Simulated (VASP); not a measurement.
Crystal: BaS.

```
CELL_PARAMETERS angstrom
0.00000 3.37239 3.37239
3.37239 0.00000 3.37239
3.37239 3.37239 0.00000
ATOMIC_POSITIONS crystal
Ba 0.00000 0.00000 0.00000
S 0.50000 0.50000 0.50000
```

This cell differs from its parent crystal: strain +5.0%.

Base run:

- Program: VASP 6.6.1
- Functional: r2SCAN
- Potentials or basis: VASP PAW PBE potentials, release 64 (Ba_sv, S)
- Cutoff: 520 eV
- k mesh: 8 × 8 × 8
- Occupations: gaussian, width 0.01 eV
- Spin: no spin polarisation

Its results: band gap on the k mesh 2.66 eV, indirect (least direct gap 2.86 eV); pressure -4.4 GPa.

Question: The run is repeated on the same cell with these changes: functional from r2SCAN to PBE; k mesh from 8 × 8 × 8 to 4 × 4 × 4. What comes out?

Answer: Band gap on the k mesh 2.30 eV, indirect (least direct gap 2.50 eV); pressure -4.0 GPa.

Several settings changed at once, so the effect can't be laid on one alone.

Caveats: spin-orbit coupling is left out, which moves the levels of the heavy elements; the PAW data sets were made with another functional, which shifts forces and pressure a little (some runs).

A k mesh can miss the band edges.
